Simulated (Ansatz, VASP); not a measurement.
**TiO2: VASP beside Ansatz**

Contents of INCAR:

```
PREC = Accurate
ENCUT = 600
EDIFF = 1E-6
ISMEAR = -1
SIGMA = 0.05
LREAL = False
LASPH = True
NELM = 120
ALGO = Normal
ISIF = 2
LWAVE = False
LCHARG = False
GGA = PS
IVDW = 13
NBANDS = 60
GGA_COMPAT = False
```

The input KPOINTS:

```
Automatic mesh
0
Gamma
  8 8 4
```

POSCAR

```
TiO2
1.0
    6.0279587373     -1.8450195788      0.0000000000
    6.0279587373      1.8450195788      0.0000000000
   -1.8889614683      0.0000000000      6.1997680296
Ti O
4 8
Direct
    0.9000710000      0.9000710000      0.2896020000
    0.1952860000      0.1952860000      0.2837620000
    0.0999290000      0.0999290000      0.7103980000
    0.8047140000      0.8047140000      0.7162380000
    0.3619310000      0.3619310000      0.2933970000
    0.2634885000      0.2634885000      0.6525000000
    0.8671885000      0.8671885000      0.9952910000
    0.7365115000      0.7365115000      0.3475000000
    0.9416475000      0.9416475000      0.6300210000
    0.1328115000      0.1328115000      0.0047090000
    0.6380690000      0.6380690000      0.7066030000
    0.0583525000      0.0583525000      0.3699790000
```

Contents of input.yaml:

```yaml
crystal:
  lattice:
    - [6.0279587373, -1.8450195788, 0.0]
    - [6.0279587373, 1.8450195788, 0.0]
    - [-1.8889614683, 0.0, 6.1997680296]
  atoms:
    - { symbol: Ti, position: [0.900071, 0.900071, 0.289602] }
    - { symbol: Ti, position: [0.195286, 0.195286, 0.283762] }
    - { symbol: Ti, position: [0.099929, 0.099929, 0.710398] }
    - { symbol: Ti, position: [0.804714, 0.804714, 0.716238] }
    - { symbol: O, position: [0.361931, 0.361931, 0.293397] }
    - { symbol: O, position: [0.2634885, 0.2634885, 0.6525] }
    - { symbol: O, position: [0.8671885, 0.8671885, 0.995291] }
    - { symbol: O, position: [0.7365115, 0.7365115, 0.3475] }
    - { symbol: O, position: [0.9416475, 0.9416475, 0.630021] }
    - { symbol: O, position: [0.1328115, 0.1328115, 0.004709] }
    - { symbol: O, position: [0.638069, 0.638069, 0.706603] }
    - { symbol: O, position: [0.0583525, 0.0583525, 0.369979] }
hamiltonian:
  xc: pbesol
  pseudopotentials: { kind: paw }
  dispersion: d4
kpoints:
  mp_grid: { grid: [8, 8, 4] }
scf:
  occupations: { method: fermi_dirac, width: 0.05 }
output:
  forces: true
  stress: true
  eigenvalues: true
```

Alike in both runs: task single point; functional PBEsol; dispersion D4; k mesh 8 × 8 × 4; occupations fermi-dirac, width 0.05 eV; no spin polarisation.

```csv
,VASP,Ansatz
version,VASP 6.6.1,Ansatz 0.2.0
potentials or method,"VASP PAW PBE potentials, release 64 (Ti_sv, O)",Ansatz PAW
plane-wave cutoff (eV),600,420
valence electrons in the cell,96,96
```

Ansatz gave:

```
gap on the k mesh at the Fermi level (eV)                     : 2.93
least direct gap on the mesh (eV)                             : 3.12
pressure (GPa)                                                : 4.3
traceless stress, the component that is largest in VASP (GPa) : 0.44
rms of the force components (eV/Å)                            : 0.108
```

**Question.** What did VASP give for the same quantities?

**Answer.** gap on the k mesh at the Fermi level (eV): 2.91; least direct gap on the mesh (eV): 3.10; pressure (GPa): 4.8; traceless stress, the component that is largest in VASP (GPa): 0.53; rms of the force components (eV/Å): 0.133.

VASP's potentials were made for PBE, not for PBEsol. Atom by atom the forces differ by 0.027 eV/Å (rms over components).
